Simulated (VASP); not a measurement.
Set up this calculation in VASP 6.6.1, as the native input.

```
Task                   : single point
Functional             : PBE
Potentials or basis    : VASP PAW PBE potentials, release 64 (Ca_sv, O)
Cutoff                 : 520 eV
k mesh                 : 9 × 9 × 6
Occupations            : gaussian, width 0.05 eV
Spin                   : no spin polarisation
Dipole correction      : no
Further INCAR settings : ALGO = Normal; EDIFF = 1e-06; NBANDS = 24
```

The structure of CaO lies in POSCAR:

```
CaO
1.0
    4.3650946672      0.0000000000      0.0000000000
   -2.1825473336      3.0172899985      0.0000000000
    0.0000000000      0.0000000000      5.0000688124
Ca O
2 2
Direct
    0.3333333333      0.6666666667      0.7500000000
    0.6666666667      0.3333333333      0.2500000000
    0.3333333333      0.6666666667      0.2500000000
    0.6666666667      0.3333333333      0.7500000000
```

This cell differs from its parent crystal: strain +e along x and -e along y +0.1100, strain +e along z and -e/2 along x and y +0.0400.

One way to write it, as run:

INCAR

```
SYSTEM = CaO
ALGO     = Normal         ! electronic algorithm
EDIFF    = 1E-6           ! SCF threshold, eV
ENCUT    = 520            ! plane-wave cutoff, eV
GGA      = PE             ! functional
ISIF     = 2              ! what is computed and relaxed
ISMEAR   = 0              ! smearing method
LASPH    = .True.         ! aspherical terms in the spheres
LCHARG   = .False.        ! write CHGCAR
LREAL    = .False.        ! projectors in reciprocal space
LWAVE    = .False.        ! write WAVECAR
NBANDS   = 24             ! bands
NELM     = 60             ! most SCF steps
PREC     = Accurate       ! precision mode
SIGMA    = 0.05           ! smearing width, eV
```

KPOINTS

```
k-points
0
Gamma
  9 9 6
  0 0 0
```

Potentials or basis: VASP PAW PBE potentials, release 64 (Ca_sv, O).

Run with:

```sh
$ cat potpaw_PBE.64/Ca_sv/POTCAR potpaw_PBE.64/O/POTCAR > POTCAR
$ mpirun -np 1 vasp_std > vasp.out
```

It gave:

* Pressure: 5.0 GPa
* Largest force: 2.508 eV/Å
* Band gap on the k mesh: 3.47 eV, direct

Caveat: the cell differs from its parent crystal (strain +e along x and -e along y +0.1100, strain +e along z and -e/2 along x and y +0.0400); forces of over 1 eV/Å act on the atoms, so gaps and moduli don't describe the material at rest.

It took 82 s on 1 thread of AMD EPYC 9R45 96-Core Processor (Zen 5), on a shared host, peak memory 0.24 GiB.
